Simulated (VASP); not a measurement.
# BAs in VASP: further runs, part 2 of 2

VASP 6.6.1. The steps go on from the part before.

### Step 3. Single point, PBE

INCAR

```
SYSTEM = BAs
  PREC = Accurate
  ENCUT = 520
  EDIFF = 1E-6
  ISMEAR = 0
  SIGMA = 0.05
  LREAL = .FALSE.
  LASPH = .TRUE.
  NELM = 100
  ALGO = Normal
  ISIF = 2
  LWAVE = .FALSE.
  LCHARG = .TRUE.
  LDIPOL = .TRUE.
  IDIPOL = 3
  DIPOL = 0.5 0.5 0.500
  GGA = PE
  LELF = .TRUE.
  LVHAR = .TRUE.
  LVACPOTAV = .TRUE.
  NBANDS = 26
```

KPOINTS

```
regular mesh
0
G
  9 9 1
  0 0 0
```

POSCAR

```
BAs
1.0
    3.4003508765      0.0000000000      0.0000000000
   -1.7001754383      2.9447902409      0.0000000000
    0.0000000000      0.0000000000     24.0232183101
As B
4 4
Direct
    0.0000000000      0.0000000000      0.3121979704
    0.3333333333      0.6666666667      0.4277684502
    0.6666666667      0.3333333333      0.5433389299
    0.0000000000      0.0000000000      0.6589094096
    0.3333333333      0.6666666667      0.3410905904
    0.6666666667      0.3333333333      0.4566610701
    0.0000000000      0.0000000000      0.5722315498
    0.3333333333      0.6666666667      0.6878020296
```

Potentials or basis: VASP PAW PBE potentials, release 64 (As, B).

Started as:

```bash
$ cat potpaw_PBE.64/As/POTCAR potpaw_PBE.64/B/POTCAR > POTCAR
$ mpirun -np 1 vasp_std > vasp.out
```

OUTCAR:

```text
SYSTEM = BAs
   PREC = Accurate
   ENCUT = 520
   EDIFF = 1E-6
   ISMEAR = 0
   LREAL = .FALSE.
   LASPH = .TRUE.
   NELM = 100
   ISIF = 2
   GGA = PE

 ion  position               nearest neighbor table
   1  0.000  0.000  0.312-   5 2.08   5 2.08   5 2.08
   2  0.333  0.667  0.428-   6 2.08   6 2.08   6 2.08   5 2.08
   3  0.667  0.333  0.543-   7 2.08   7 2.08   7 2.08   6 2.08
   4  0.000  0.000  0.659-   7 2.08   8 2.08   8 2.08   8 2.08
   5  0.333  0.667  0.341-   2 2.08   1 2.08   1 2.08   1 2.08
   6  0.667  0.333  0.457-   2 2.08   2 2.08   2 2.08   3 2.08
   7  0.000  0.000  0.572-   3 2.08   3 2.08   3 2.08   4 2.08
   8  0.333  0.667  0.688-   4 2.08   4 2.08   4 2.08

  LATTYP: Found a hexagonal cell.
 ALAT       =     3.4003508765
 C/A-ratio  =     7.0649233513

  Lattice vectors:

 A1 = (   3.4003508765,   0.0000000000,   0.0000000000)
 A2 = (  -1.7001754383,   2.9447902409,   0.0000000000)
 A3 = (   0.0000000000,   0.0000000000,  24.0232183101)
[... 183 lines left out ...]
 fundamental gap:      0.0511826328
 Fermi energy:        -0.1148169285

 k-point     1 :       0.0000    0.0000    0.0000
  band No.  band energies     occupation
      1     -15.2298      2.00000
      2     -14.3715      2.00000
      3     -13.4734      2.00000
      4     -12.3417      2.00000
      5      -7.9520      2.00000
      6      -5.8363      2.00000
[... 337 lines left out ...]
     25       7.0765      0.00000
     26       7.3133      0.00000

------------------------ aborting loop because EDIFF is reached ----------------------------------------

  FORCE on cell =-STRESS in cart. coord.  units (eV):
  Direction    XX          YY          ZZ          XY          YZ          ZX
  --------------------------------------------------------------------------------------
  -------------------------------------------------------------------------------------
  Total       -0.7858670     -0.7858670      0.7548794      0.0000000      0.0000000     -0.0000000
  in kB       -5.2342003     -5.2342003      5.0278101      0.0000000      0.0000000     -0.0000000
  external PRESSURE =      -1.8135302 kB  Pullay stress =       0.0000000 kB

 VOLUME and BASIS-vectors are now :
 -----------------------------------------------------------------------------
  energy-cutoff  :      520.00
  volume of cell :      240.55
      direct lattice vectors                 reciprocal lattice vectors
     3.400350877  0.000000000  0.000000000     0.294087298  0.169791380  0.000000000
    -1.700175438  2.944790241  0.000000000     0.000000000  0.339582761  0.000000000
     0.000000000  0.000000000 24.023218310     0.000000000  0.000000000  0.041626396

 POSITION                                       TOTAL-FORCE (eV/Angst)
 -----------------------------------------------------------------------------------
      0.00000      0.00000      7.50000         0.000000      0.000000      0.172532
     -0.00000      1.96319     10.27637         0.000000     -0.000000      0.228085
      1.70018      0.98160     13.05275        -0.000000      0.000000      0.229614
      0.00000      0.00000     15.82912        -0.000000     -0.000000      2.180507
     -0.00000      1.96319      8.19409         0.000000     -0.000000     -0.418402
      1.70018      0.98160     10.97047        -0.000000      0.000000     -0.176488
      0.00000      0.00000     13.74684         0.000000     -0.000000     -0.576379
     -0.00000      1.96319     16.52322         0.000000     -0.000000     -1.639470
 -----------------------------------------------------------------------------------
    total drift:                                0.000000     -0.000000     -0.000530

  FREE ENERGIE OF THE ION-ELECTRON SYSTEM (eV)
  ---------------------------------------------------
  free  energy   TOTEN  =       -42.8665315934 eV

  energy  without entropy=      -42.8546472604  energy(sigma->0) =      -42.86058943

 vacuum level on the upper side and lower side of the slab         4.645         5.444
```

OSZICAR:

```text
N       E                     dE             d eps       ncg     rms          rms(c)
DAV:   1     0.168191488889E+03    0.16819E+03   -0.11620E+04   624   0.965E+02
DAV:   2    -0.282925020420E+02   -0.19648E+03   -0.18543E+03   894   0.180E+02
DAV:   3    -0.448401005219E+02   -0.16548E+02   -0.16184E+02   776   0.561E+01
[... 23 lines left out ...]
DAV:  27    -0.428665175640E+02   -0.12016E-04   -0.95707E-07   630   0.482E-03    0.166E-03
DAV:  28    -0.428665241831E+02   -0.66192E-05   -0.25532E-07   580   0.237E-03    0.125E-03
DAV:  29    -0.428665278131E+02   -0.36300E-05   -0.18858E-07   586   0.156E-03    0.177E-03
DAV:  30    -0.428665306988E+02   -0.28857E-05   -0.12219E-07   532   0.166E-03    0.445E-04
DAV:  31    -0.428665315934E+02   -0.89452E-06   -0.51380E-08   484   0.853E-04
   1 F= -.42866532E+02 E0= -.42860589E+02  d E =-.118843E-01
```

It took 3.4 min on 1 thread of Intel Xeon Platinum 8259CL at 2.50GHz (Skylake/Cascade Lake), shared host; peak memory 0.39 GiB.

What came out:

```yaml
Free_energy: -42.8665 eV
Largest_force: 2.181 eV/Å
Band_gap_on_the_k_mesh: zero (band 16 reaches 0.11 eV, above the bottom of band 17 at -0.13 eV)
```

Forces in eV/Å, atoms in the order of the input:
```
As   0.000  0.000  0.173
As   0.000  0.000  0.228
As   0.000  0.000  0.230
As   0.000  0.000  2.181
B    0.000  0.000 -0.418
B    0.000  0.000 -0.176
B    0.000  0.000 -0.576
B    0.000  0.000 -1.639
```

### Step 4. Single point, PBE

INCAR

```
PREC = Accurate ; ENCUT = 520
EDIFF = 1E-6 ; ISMEAR = 0
SIGMA = 0.5 ; LREAL = False
LASPH = True ; NELM = 60
ALGO = Normal ; ISIF = 2
LWAVE = False ; LCHARG = False
LDIPOL = True ; IDIPOL = 3
DIPOL = 0.5 0.5 0.500 ; GGA = PE
NBANDS = 26
```

KPOINTS

```
regular mesh
0
Gamma
  9 9 1
```

POSCAR is that of step 3.

Potentials or basis: VASP PAW PBE potentials, release 64 (As, B).

Started as:

```bash
$ cat potpaw_PBE.64/As/POTCAR potpaw_PBE.64/B/POTCAR > POTCAR
$ mpirun -np 1 vasp_std > vasp.out
```

OUTCAR:

```text
PREC = Accurate
   ENCUT = 520
   EDIFF = 1E-6
   ISMEAR = 0
   LREAL = False
   LASPH = True
   NELM = 60
   ISIF = 2
   GGA = PE

 ion  position               nearest neighbor table
   1  0.000  0.000  0.312-   5 2.08   5 2.08   5 2.08
   2  0.333  0.667  0.428-   6 2.08   6 2.08   6 2.08   5 2.08
   3  0.667  0.333  0.543-   7 2.08   7 2.08   7 2.08   6 2.08
   4  0.000  0.000  0.659-   7 2.08   8 2.08   8 2.08   8 2.08
   5  0.333  0.667  0.341-   2 2.08   1 2.08   1 2.08   1 2.08
   6  0.667  0.333  0.457-   2 2.08   2 2.08   2 2.08   3 2.08
   7  0.000  0.000  0.572-   3 2.08   3 2.08   3 2.08   4 2.08
   8  0.333  0.667  0.688-   4 2.08   4 2.08   4 2.08

  LATTYP: Found a hexagonal cell.
 ALAT       =     3.4003508765
 C/A-ratio  =     7.0649233513

  Lattice vectors:

 A1 = (   3.4003508765,   0.0000000000,   0.0000000000)
 A2 = (  -1.7001754383,   2.9447902409,   0.0000000000)
 A3 = (   0.0000000000,   0.0000000000,  24.0232183101)

Analysis of symmetry for initial positions (statically):
=====================================================================
 Subroutine PRICEL returns:
 Original cell was already a primitive cell.

 Routine SETGRP: Setting up the symmetry group for a
 hexagonal supercell.
[... 524 lines left out ...]
     26       7.2913      0.00000

------------------------ aborting loop because EDIFF is reached ----------------------------------------

 vacuum level on the upper side and lower side of the slab       (xc-potential included)        -0.474         0.156

  FORCE on cell =-STRESS in cart. coord.  units (eV):
  Direction    XX          YY          ZZ          XY          YZ          ZX
  --------------------------------------------------------------------------------------
  -------------------------------------------------------------------------------------
  Total       -0.4862898     -0.4862898      0.4006326      0.0000000      0.0000000      0.0000000
  in kB       -3.2388917     -3.2388917      2.6683797      0.0000000      0.0000000      0.0000000
  external PRESSURE =      -1.2698013 kB  Pullay stress =       0.0000000 kB

 VOLUME and BASIS-vectors are now :
 -----------------------------------------------------------------------------
  energy-cutoff  :      520.00
  volume of cell :      240.55
      direct lattice vectors                 reciprocal lattice vectors
     3.400350877  0.000000000  0.000000000     0.294087298  0.169791380  0.000000000
    -1.700175438  2.944790241  0.000000000     0.000000000  0.339582761  0.000000000
     0.000000000  0.000000000 24.023218310     0.000000000  0.000000000  0.041626396

 POSITION                                       TOTAL-FORCE (eV/Angst)
 -----------------------------------------------------------------------------------
      0.00000      0.00000      7.50000        -0.000000     -0.000000      0.093578
     -0.00000      1.96319     10.27637         0.000000      0.000000      0.120833
      1.70018      0.98160     13.05275        -0.000000     -0.000000      0.191689
      0.00000      0.00000     15.82912        -0.000000     -0.000000      2.161905
     -0.00000      1.96319      8.19409        -0.000000     -0.000000     -0.282834
      1.70018      0.98160     10.97047        -0.000000     -0.000000     -0.087762
      0.00000      0.00000     13.74684         0.000000     -0.000000     -0.483358
     -0.00000      1.96319     16.52322        -0.000000     -0.000000     -1.714050
 -----------------------------------------------------------------------------------
    total drift:                               -0.000000     -0.000000     -0.000472

  FREE ENERGIE OF THE ION-ELECTRON SYSTEM (eV)
  ---------------------------------------------------
  free  energy   TOTEN  =       -43.1498867608 eV

  energy  without entropy=      -42.7145842798  energy(sigma->0) =      -42.93223552

 vacuum level on the upper side and lower side of the slab         4.598         5.253
```

stdout:

```text
POSCAR found type information on POSCAR AsB
 POSCAR found :  2 types and       8 ions
 scaLAPACK will be used
 LDA part: xc-table for (Slater+PW92), standard interpolation
 POSCAR, INCAR and KPOINTS ok, starting setup
 FFT: planning ... GRIDC
 FFT: planning ... GRID_SOFT
 FFT: planning ... GRID
 WAVECAR not read
 entering main loop
```

Run time: 2.6 min. Hardware: 1 thread of Intel Xeon Platinum 8259CL at 2.50GHz (Skylake/Cascade Lake), shared host; peak memory 0.38 GiB.

Results:

```yaml
Free_energy: -43.1499 eV
Largest_force: 2.162 eV/Å
Band_gap_on_the_k_mesh: zero (filled and empty bands overlap)
```

Forces in eV/Å, atoms in the order of the input:
```
As   0.000  0.000  0.094
As   0.000  0.000  0.121
As   0.000  0.000  0.192
As   0.000  0.000  2.162
B    0.000  0.000 -0.283
B    0.000  0.000 -0.088
B    0.000  0.000 -0.483
B    0.000  0.000 -1.714
```

Levels at points of the mesh, in eV from the Fermi level:
```csv
k point,band 14,band 15,band 16,band 17,band 18,band 19
"(0.00, 0.00, 0.00)",-0.32,0.09,0.09,0.84,2.51,3.02
```
